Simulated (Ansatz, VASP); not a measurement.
# MgO5 in VASP and in Ansatz

```
CELL_PARAMETERS angstrom
3.65006 0.00000 0.00000
-1.82503 3.16105 0.00000
0.00000 0.00000 5.97269
ATOMIC_POSITIONS crystal
Mg 0.00000 0.00000 0.50000
O 0.33333 0.66667 0.50000
O 0.66667 0.33333 0.50000
O 0.00000 0.00000 0.00000
O 0.33333 0.66667 0.00000
O 0.66667 0.33333 0.00000
```

Alike in both runs: task single point; functional PBE; k mesh 6 × 6 × 4; occupations gaussian, width 0.1 eV; collinear spin.

|  | VASP | Ansatz |
| --- | --- | --- |
| version | VASP 6.6.1 | Ansatz 0.2.0 |
| potentials or method | VASP PAW PBE potentials, release 64 (Mg, O), cutoff 520 eV | scalar-relativistic, plane waves, PAW |
| valence electrons in the cell | 32 | 40 |

|  | VASP | Ansatz | Ansatz less VASP |
| --- | --- | --- | --- |
| gap on the k mesh at the Fermi level (eV) | none | none | - |
| pressure (GPa) | -4.6 | -4.2 | +0.37 |
| traceless stress, the component that is largest in VASP (GPa) | 1.26 | 1.18 | -0.082 |
| net moment per atom (μB) | 0.24 | 0.24 | 0.000 |
| size of the moment on the site where the two differ most (μB) | 0.50 | 0.54 | +0.037 |

Site moments also hang on the region over which each program counts them. A gap of «none» marks a metal or a gap that the smearing closes. The functional is the same, so the differences come from potentials, cutoffs and numerics. VASP's potentials hold 32 valence electrons a cell and Ansatz's 40, so a difference there can come from the potentials and not from the codes. Ansatz's warnings: seeded moment not kept.
